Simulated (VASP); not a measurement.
## TiO2: single point with r2SCANh

TiO2:

```
Ti O
1.0
     0.00000    2.39683    2.39683
     2.39683    0.00000    2.39683
     2.39683    2.39683    0.00000
Ti O
1 2
Direct
  0.00000 0.00000 0.00000
  0.25000 0.25000 0.25000
  0.75000 0.75000 0.75000
```

```
Program             : VASP 6.6.1
Task                : single point
Functional          : r2SCANh
Potentials or basis : VASP PAW PBE potentials, release 64 (Ti_sv, O)
Cutoff              : 520 eV
k mesh              : 6 × 6 × 6
Occupations         : gaussian, width 0.01 eV
Spin                : no spin polarisation
```

```yaml
Pressure: -1.3 GPa
Band_gap_on_the_k_mesh: 2.37 eV (least direct gap 3.08 eV)
```

Levels at points of the mesh, in eV from the valence-band top:
| k point | band 9 | band 10 | band 11 | band 12 | band 13 | band 14 | band 15 | band 16 |
| --- | --- | --- | --- | --- | --- | --- | --- | --- |
| (0.00, 0.00, 0.00) | -6.44 | -0.96 | -0.96 | -0.96 | 2.37 | 2.37 | 6.60 | 6.60 |
| (0.50, 0.00, 0.00) | -3.63 | -3.53 | -2.75 | -2.75 | 2.68 | 2.68 | 3.94 | 6.21 |
| (0.50, 0.50, 0.00) | -4.98 | -2.26 | -2.26 | 0.00 | 3.08 | 3.14 | 3.96 | 5.30 |

Wall time 66 min on 1 thread of AMD EPYC 7R13 (shared host), peak memory 0.15 GiB.

Caveat: the PAW data sets were made with another functional, which shifts forces and pressure a little. A k mesh can miss the band edges.
